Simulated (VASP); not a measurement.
A run of VASP 6.6.1 is set up as follows.

The input INCAR:

```
PREC = Accurate
ENCUT = 600
EDIFF = 1E-6
ISMEAR = 0
SIGMA = 0.01
LREAL = False
LASPH = True
NELM = 120
ALGO = Normal
ISIF = 2
LWAVE = False
LCHARG = True
GGA = PS
LELF = True
LVHAR = True
NBANDS = 15
GGA_COMPAT = False
```

The input KPOINTS:

```
regular mesh
0
Gamma
  10 10 10
```

Contents of POSCAR:

```
YN
1.0
    0.0000000000      2.4450000000      2.4450000000
    2.4450000000      0.0000000000      2.4450000000
    2.4450000000      2.4450000000      0.0000000000
Y N
1 1
Direct
    0.0000000000      0.0000000000      0.0000000000
    0.5000000000      0.5000000000      0.5000000000
```

Potentials or basis: VASP PAW PBE potentials, release 64 (Y_sv, N).

The run is started by

```bash
$ cat potpaw_PBE.64/Y_sv/POTCAR potpaw_PBE.64/N/POTCAR > POTCAR
$ mpirun -np 1 vasp_std > vasp.out
```

(1) What does it give for the band gap on the k mesh?

(2) Predict the pressure.

Results:

(1) 0.11 eV, indirect (least direct gap 0.50 eV).

(2) -3.6 GPa.

Caveat: the PAW data sets were made with another functional, which shifts forces and pressure a little.
